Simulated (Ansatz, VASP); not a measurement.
**SnTe: VASP beside Ansatz**

```
CELL_PARAMETERS angstrom
0.00000 3.61115 3.57503
3.61115 0.00000 3.57503
3.61115 3.61115 0.00000
ATOMIC_POSITIONS crystal
Sn 0.00000 0.00000 0.00000
Te 0.75000 0.75000 0.75000
```

Alike in both runs: task single point; functional r2SCAN; dispersion D4; k mesh 5 × 5 × 5; occupations fermi-dirac, width 0.05 eV; no spin polarisation.

|  | VASP | Ansatz |
| --- | --- | --- |
| version | VASP 6.6.1 | Ansatz 0.2.0 |
| potentials or method | VASP PAW PBE potentials, release 64 (Sn_d, Te), cutoff 520 eV | plane waves, PAW |
| valence electrons in the cell | 20 | 30 |

|  | VASP | Ansatz | Ansatz less VASP |
| --- | --- | --- | --- |
| pressure (GPa) | -0.7 | -0.7 | +0.01 |

VASP's potentials were made for PBE, not for r2SCAN. VASP's potentials hold 20 valence electrons a cell and Ansatz's 30, so a difference there can come from the potentials and not from the codes. Ansatz's warnings: stress scf threshold loose.

Neither program's run includes spin-orbit coupling.
